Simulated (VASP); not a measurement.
A run of VASP 6.6.1:

Contents of INCAR:

```
SYSTEM = CoO
PREC     = Accurate       ! precision mode
ENCUT    = 520            ! plane-wave cutoff, eV
EDIFF    = 1E-6           ! SCF threshold, eV
ISMEAR   = 0              ! smearing method
SIGMA    = 0.02           ! smearing width, eV
LREAL    = .False.        ! projectors in reciprocal space
LASPH    = .True.         ! aspherical terms in the spheres
NELM     = 150            ! most SCF steps
ALGO     = Normal         ! electronic algorithm
ISIF     = 2              ! what is computed and relaxed
LWAVE    = .False.        ! write WAVECAR
LCHARG   = .False.        ! write CHGCAR
ISPIN    = 2              ! spin polarisation
MAGMOM   = -2.64 2.64 0 0 ! initial moments
LORBIT   = 11             ! projections on sites
LMAXMIX  = 4              ! l up to which the mixer works
LDAU     = .True.         ! DFT+U
LDAUTYPE = 2            
LDAUL    = 2 -1           ! shell
LDAUU    = 3.32 0         ! U, eV
LDAUJ    = 0 0          
LDAUPRINT= 1            
GGA      = PE             ! functional
NBANDS   = 27             ! bands
```

File KPOINTS:

```
Automatic mesh
0
Gamma
  12 12 12
  0 0 0
```

The input POSCAR:

```
CoO
1.0
    1.6366325902      0.9449102665      5.2804280761
   -1.6366325902      0.9449102665      5.2804280761
    0.0000000000     -1.8898205330      5.2804280761
Co O
2 2
Direct
    0.9994848541      0.9994848541      0.9994848541
    0.4994850003      0.4994850003      0.4994850003
    0.3755147050      0.3755147050      0.3755147050
    0.8755147906      0.8755147906      0.8755147906
```

Potentials or basis: VASP PAW PBE potentials, release 64 (Co, O).

Run with:

```sh
$ cat potpaw_PBE.64/Co/POTCAR potpaw_PBE.64/O/POTCAR > POTCAR
$ mpirun -np 1 vasp_std > vasp.out
```

Hardware: 1 thread of Intel(R) Xeon(R) 6975P-C (Granite Rapids) (shared host).

Problem. How long does it take, and how much memory?

Solution. Wall time 12 min on 1 thread of Intel(R) Xeon(R) 6975P-C (Granite Rapids), on a shared host, peak memory 0.55 GiB. Counts: scf iterations 18, k points 189.
